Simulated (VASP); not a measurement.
# SiO2 (P6_422) in VASP: relaxation of the atoms with LDA

Aim: the relaxation of the atoms of SiO2 with LDA.

All numbers are computed with VASP 6.6.1; they aren't measurements. Logs are shortened: lines on timing, memory, paths and dates and some standing lists are left out, and cuts for length are marked.

## (1) The cell of the first run

The structure is hexagonal, space group P6_422 (No. 181). The conventional cell has a = 5.039 Å, b = 5.039 Å, c = 5.580 Å, α = 90.00°, β = 90.00°, γ = 120.00°. Si (site symmetry 222) has 4 O at 1.61 Å within 2.1 Å. Within 2.1 Å of O (site symmetry 2) lie 2 Si at 1.61 Å.

## (2) Relaxation of the atoms, LDA (strain along c alone, the other axes held: +1.0 %)

The input, INCAR:

```
SYSTEM = SiO2
PREC = Accurate
ENCUT = 520
EDIFF = 1E-7
ISMEAR = 0
SIGMA = 0.02
LREAL = .FALSE.
LASPH = .TRUE.
NELM = 60
ALGO = Normal
ISIF = 2
LWAVE = .FALSE.
LCHARG = .FALSE.
IBRION = 2
NSW = 60
EDIFFG = -0.008
```

The input, KPOINTS:

```
regular mesh
0
G
  6 6 4
  0 0 0
```

The input, POSCAR:

```
SiO2
1.0
    5.0386983975      0.0000000000      0.0000000000
   -2.5193491987      4.3636408142      0.0000000000
    0.0000000000      0.0000000000      5.5801035267
Si O
3 6
Direct
    0.0000000000      0.5000000000      0.3333333333
    0.5000000000      0.5000000000      0.6666666667
    0.5000000000      0.0000000000      0.0000000000
    0.5843949018      0.7921974509      0.8333333333
    0.7921974509      0.5843949018      0.5000000000
    0.7921974509      0.2078025491      0.1666666667
    0.4156050982      0.2078025491      0.8333333333
    0.2078025491      0.4156050982      0.5000000000
    0.2078025491      0.7921974509      0.1666666667
```

Potentials or basis: VASP PAW LDA potentials, release 64 (Si, O).

On the command line:

```
> cat potpaw_LDA.64/Si/POTCAR potpaw_LDA.64/O/POTCAR > POTCAR
> mpirun -np 1 vasp_std > vasp.out
```

OUTCAR:

```text
SYSTEM = SiO2
   PREC = Accurate
   ENCUT = 520
   EDIFF = 1E-7
   ISMEAR = 0
   LREAL = .FALSE.
   LASPH = .TRUE.
   NELM = 60
   ISIF = 2
   IBRION = 2
   NSW = 60
   EDIFFG = -0.008

 ion  position               nearest neighbor table
   1  0.000  0.500  0.333-   6 1.61   9 1.61   8 1.61   5 1.61   3 3.13   3 3.13   2 3.13   2 3.13

   2  0.500  0.500  0.667-   4 1.61   7 1.61   5 1.61   8 1.61   3 3.13   3 3.13   1 3.13   1 3.13

   3  0.500  0.000  0.000-   4 1.61   7 1.61   6 1.61   9 1.61   2 3.13   2 3.13   1 3.13   1 3.13

   4  0.584  0.792  0.833-   2 1.61   3 1.61
   5  0.792  0.584  0.500-   1 1.61   2 1.61
   6  0.792  0.208  0.167-   1 1.61   3 1.61
   7  0.416  0.208  0.833-   2 1.61   3 1.61
   8  0.208  0.416  0.500-   1 1.61   2 1.61
   9  0.208  0.792  0.167-   1 1.61   3 1.61

  LATTYP: Found a hexagonal cell.
 ALAT       =     5.0386983975
 C/A-ratio  =     1.1074494019

  Lattice vectors:

 A1 = (   5.0386983975,   0.0000000000,   0.0000000000)
 A2 = (  -2.5193491987,   4.3636408142,   0.0000000000)
 A3 = (   0.0000000000,   0.0000000000,   5.5801035267)

Analysis of symmetry for initial positions (statically):
=====================================================================
 Subroutine PRICEL returns:
 Original cell was already a primitive cell.

 Routine SETGRP: Setting up the symmetry group for a
 hexagonal supercell.

 Subroutine GETGRP returns: Found 12 space group operations
 (whereof  4 operations were pure point group operations)
 out of a pool of 24 trial point group operations.

The static configuration has the point symmetry D_2 .
 The point group associated with its full space group is D_6 .

Analysis of symmetry for dynamics (positions and initial velocities):
=====================================================================
 Subroutine PRICEL returns:
 Original cell was already a primitive cell.

 Routine SETGRP: Setting up the symmetry group for a
 hexagonal supercell.

 Subroutine GETGRP returns: Found 12 space group operations
 (whereof  4 operations were pure point group operations)
 out of a pool of 24 trial point group operations.

The dynamic configuration has the point symmetry D_2 .
 The point group associated with its full space group is D_6 .

 Subroutine INISYM returns: Found 12 space group operations
 (whereof  4 operations are pure point group operations),
 and found     1 'primitive' translations

----------------------------------------------------------------------------------------

                                     Primitive cell

  volume of cell :     122.6901

  direct lattice vectors                    reciprocal lattice vectors
     5.038698398  0.000000000  0.000000000     0.198463953  0.114583216  0.000000000
    -2.519349199  4.363640814  0.000000000     0.000000000  0.229166433  0.000000000
     0.000000000  0.000000000  5.580103527     0.000000000  0.000000000  0.179208145

  length of vectors
     5.038698398  5.038698397  5.580103527     0.229166433  0.229166433  0.179208145

  position of ions in fractional coordinates (direct lattice)
     0.000000000  0.500000000  0.333333333
     0.500000000  0.500000000  0.666666667
     0.500000000  0.000000000  0.000000000
     0.584394902  0.792197451  0.833333333
     0.792197451  0.584394902  0.500000000
     0.792197451  0.207802549  0.166666667
     0.415605098  0.207802549  0.833333333
     0.207802549  0.415605098  0.500000000
     0.207802549  0.792197451  0.166666667

  ion indices of the primitive-cell ions
   primitive index   ion index
                 1           1
                 2           2
                 3           3
                 4           4
                 5           5
                 6           6
                 7           7
                 8           8
                 9           9

----------------------------------------------------------------------------------------

 KPOINTS: regular mesh

Automatic generation of k-mesh.
 Grid dimensions read from file:
 generate k-points for:    6    6    4

 Generating k-lattice:

  Cartesian coordinates                     Fractional coordinates (reciprocal lattice)
     0.033077325  0.019097203  0.000000000     0.166666667 -0.000000000  0.000000000
     0.000000000  0.038194405  0.000000000     0.000000000  0.166666667  0.000000000
     0.000000000  0.000000000  0.044802036     0.000000000  0.000000000  0.250000000

  Length of vectors
     0.038194405  0.038194405  0.044802036

  Shift w.r.t. Gamma in fractional coordinates (k-lattice)
     0.000000000  0.000000000  0.000000000

 Subroutine IBZKPT returns following result:
 ===========================================

 Found     21 irreducible k-points:

 Following reciprocal coordinates:
            Coordinates               Weight
  0.000000  0.000000  0.000000      1.000000
  0.166667 -0.000000  0.000000      6.000000
  0.333333  0.000000  0.000000      6.000000
  0.500000  0.000000  0.000000      3.000000
  0.166667  0.166667  0.000000      6.000000
  0.333333  0.166667  0.000000     12.000000
[... 13 lines left out ...]
  0.333333  0.166667  0.500000     12.000000
  0.333333  0.333333  0.500000      2.000000
   k-points           NKPTS =     21   k-points in BZ     NKDIM =     21   number of bands    NBANDS=     29
   number of dos      NEDOS =    301   number of ions     NIONS =      9
   total plane-waves  NPLWV =  67200
   dimension x,y,z NGX =    40 NGY =   40 NGZ =   42
   dimension x,y,z NGXF=    80 NGYF=   80 NGZF=   84
   ions per type =               3   6
   NGX,Y,Z   is equivalent  to a cutoff of  13.20, 13.20, 12.51 a.u.
   NGXF,Y,Z  is equivalent  to a cutoff of  26.40, 26.40, 25.03 a.u.
 SYSTEM =  SiO2
   PREC   = accura    normal or accurate (medium, high low for compatibility)
   ISTART =      0    job   : 0-new  1-cont  2-samecut
   ICHARG =      2    charge: 1-file 2-atom 10-const
   ISPIN  =      1    spin polarized calculation?
   LNONCOLLINEAR =      F non collinear calculations
   LSORBIT =      F    spin-orbit coupling
   LASPH  =      T    aspherical Exc in radial PAW
   ENCUT  =  520.0 eV  38.22 Ry    6.18 a.u.   9.37  9.37 10.38*2*pi/ulx,y,z
   NELM   =     60;   NELMIN=  2; NELMDL= -5     # of ELM steps
   EDIFF  = 0.1E-06   stopping-criterion for ELM
   LREAL  =      F    real-space projection
   EDIFFG = -.8E-02   stopping-criterion for IOM
   NSW    =     60    number of steps for IOM
   IBRION =      2    ionic relax: 0-MD 1-quasi-New 2-CG
   NFREE  =      1    steps in history (QN), initial steepest desc. (CG)
   ISIF   =      2    stress and relaxation
   ISYM   =      2    0-nonsym 1-usesym 2-fastsym
   POTIM  = 0.5000    time-step for ionic-motion
   TEBEG  =    0.0;   TEEND  =   0.0 temperature during run
   PSTRESS=    0.0 pullay stress
   NELECT =      48.0000    total number of electrons
   NUPDOWN=      -1.0000    fix difference up-down
   EMIN   =  10.00;   EMAX   =-10.00  energy-range for DOS
   EFERMI =   0.00;   METHOD = LEGACY
   ISMEAR =     0;   SIGMA  =   0.02  broadening in eV -4-tet -1-fermi 0-gaus
   EFERMI_NEDOS =   21; number of points for ismear=-14 and -15
   IALGO  =     38    algorithm
   IMIX   =      4    mixing-type and parameters
     AMIX     =   0.40;   BMIX     =  1.00
     AMIX_MAG =   1.60;   BMIX_MAG =  1.00
  volume/ion in A,a.u.               =      13.63        91.99
  Fermi-wavevector in a.u.,A,eV,Ry     =   1.197343  2.262651 19.505735  1.433631
  Thomas-Fermi vector in A             =   2.333261
   LORBIT       =      0    0 simple, 1 ext, 2 COOP (PROOUT), +10 PAW based schemes
   GGA     = CA    functional components
   LHFCALC =     F    Hartree Fock is set to
   AEXX    =    0.0000 exact exchange contribution
   IVDW    =     0    specifies the selected vdW correction
   LEPSILON=     F    determine dielectric tensor
   LRPA    =     F    only Hartree local field effects (RPA)
 conjugate gradient relaxation of ions
 non-spin polarized calculation
 Gauss-broadening in eV      SIGMA  =   0.02
  energy-cutoff  :      520.00
  volume of cell :      122.69
 maximum number of plane-waves:      3344
 NGX is ok and might be reduce to    40
   NGX = 19   NGY = 19   NGZ = 21

--------------------------------------- Ionic step        1  -------------------------------------------

 number of electron      47.9999966 magnetization

 Free energy of the ion-electron system (eV)
  ---------------------------------------------------
  ext. energy  EPLUGINS =         0.00000000
  ---------------------------------------------------
  free energy    TOTEN  =       -77.80757544 eV

  energy without entropy =      -77.80757544  energy(sigma->0) =      -77.80757544

------------------------ aborting loop because EDIFF is reached ----------------------------------------

  FORCE on cell =-STRESS in cart. coord.  units (eV):
  Direction    XX          YY          ZZ          XY          YZ          ZX
  --------------------------------------------------------------------------------------
  -------------------------------------------------------------------------------------
  Total       -0.8152137     -0.8152137     -1.3197555     -0.0000000     -0.0000000      0.0000000
  in kB      -10.6456566    -10.6456566    -17.2343317     -0.0000000     -0.0000000      0.0000000
  external PRESSURE =     -12.8418816 kB  Pullay stress =       0.0000000 kB
[... 71 lines left out ...]
  energy  without entropy=      -77.8083580268  energy(sigma->0) =      -77.80835803

--------------------------------------- Ionic step        3  -------------------------------------------

 number of electron      47.9999965 magnetization

 Free energy of the ion-electron system (eV)
  ---------------------------------------------------
  ext. energy  EPLUGINS =         0.00000000
  ---------------------------------------------------
  free energy    TOTEN  =       -77.80862114 eV

  energy without entropy =      -77.80862114  energy(sigma->0) =      -77.80862114

 E-fermi :   0.3972     XC(G=0):  -9.3168

 val. band max:        0.3045768213   @ k =   0.0000   0.0000   0.5000
 cond. band min:       5.7487447508   @ k =   0.0000   0.0000   0.0000
 fundamental gap:      5.4441679295
 Fermi energy:         0.3972481284

 k-point     1 :       0.0000    0.0000    0.0000
  band No.  band energies     occupation
      1     -18.9052      2.00000
      2     -17.4108      2.00000
      3     -17.4108      2.00000
      4     -16.7579      2.00000
      5     -16.7041      2.00000
      6     -16.7041      2.00000
[... 697 lines left out ...]
  FREE ENERGIE OF THE ION-ELECTRON SYSTEM (eV)
  ---------------------------------------------------
  free  energy   TOTEN  =       -77.8086211432 eV

  energy  without entropy=      -77.8086211431  energy(sigma->0) =      -77.80862114

 reached required accuracy - stopping structural energy minimisation
```

Wall time 1.7 min (1 thread of Intel Xeon Platinum 8488C (Sapphire Rapids), shared host); peak memory 0.22 GiB.

What came out:

```yaml
Free_energy: -77.8086 eV
Energy_gained_by_relaxing: 0.1 meV/atom
Ionic_steps: 3
Pressure_after_relaxing: -0.9 GPa
Band_gap_on_the_k_mesh: 5.44 eV (least direct gap 5.62 eV)
```

Forces in eV/Å, atoms in the order of the input:
```
Si   0.000  0.000  0.000
Si   0.000  0.000  0.000
Si   0.000  0.000  0.000
O    0.002  0.001  0.000
O    0.000  0.003  0.000
O    0.002 -0.001  0.000
O   -0.002 -0.001  0.000
O    0.000 -0.003  0.000
O   -0.002  0.001  0.000
```

The path:
```
step  energy change (eV)  largest force (eV/Å)  pressure (GPa)
   1              0.0000                0.0599           -1.28
   2             -0.0008                0.0306           -1.11
   3             -0.0010                0.0026           -0.91
```

Final structure:
```
CELL_PARAMETERS angstrom
5.03870 0.00000 0.00000
-2.51935 4.36364 0.00000
0.00000 0.00000 5.58010
ATOMIC_POSITIONS crystal
Si 0.00000 0.50000 0.33333
Si 0.50000 0.50000 0.66667
Si 0.50000 0.00000 0.00000
O 0.58299 0.79150 0.83333
O 0.79150 0.58299 0.50000
O 0.79150 0.20850 0.16667
O 0.41701 0.20850 0.83333
O 0.20850 0.41701 0.50000
O 0.20850 0.79150 0.16667
```

Levels at points of the mesh, in eV from the valence-band top:
```
           k point  band 20  band 21  band 22  band 23  band 24  band 25  band 26  band 27  band 28  band 29
(0.00, 0.00, 0.00)    -1.02    -1.02    -0.49    -0.49    -0.17     5.44     8.68     8.68     8.94     8.94
(0.50, 0.00, 0.00)    -1.22    -1.19    -1.04    -0.37    -0.01     7.50     8.33     9.33     9.43     9.47
(0.00, 0.00, 0.50)    -1.91    -1.16    -0.31     0.00     0.00     7.25     7.25     8.14     9.48     9.48
(0.50, 0.00, 0.50)    -1.39    -0.95    -0.76    -0.73    -0.34     8.49     8.88     8.92     9.07     9.45
```

Caveat: the cell differs from its parent crystal (strain along c alone, the other axes held: +1.0 %). A k mesh can miss the band edges.
